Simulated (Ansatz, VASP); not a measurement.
**GdN: VASP beside Ansatz**

```
CELL_PARAMETERS angstrom
0.00000 2.67126 2.67126
2.67126 0.00000 2.67126
2.67126 2.67126 0.00000
ATOMIC_POSITIONS crystal
Gd 0.00000 0.00000 0.00000
N 0.25000 0.25000 0.25000
```

Alike in both runs: task single point; functional PBEsol; k mesh 10 × 10 × 10; occupations gaussian, width 0.05 eV; collinear spin.

|  | VASP | Ansatz |
| --- | --- | --- |
| version | VASP 6.6.1 | Ansatz 0.2.0 |
| potentials or method | VASP PAW PBE potentials, release 64 (Gd, N), cutoff 520 eV | scalar-relativistic, plane waves, PAW |
| valence electrons in the cell | 23 | 23 |

```csv
,VASP,Ansatz,Ansatz less VASP
gap on the k mesh at the Fermi level (eV),1.10,1.10,-0.008
least direct gap on the mesh (eV),1.78,1.78,-0.001
pressure (GPa),-3.9,-4.2,-0.21
net moment per atom (μB),3.50,3.50,0.000
size of the moment on the site where the two differ most (μB),0.06,0.06,+0.003
```

VASP's potentials were made for PBE, not for PBEsol. Site moments also hang on the region over which each program counts them.

Neither program's run includes spin-orbit coupling.
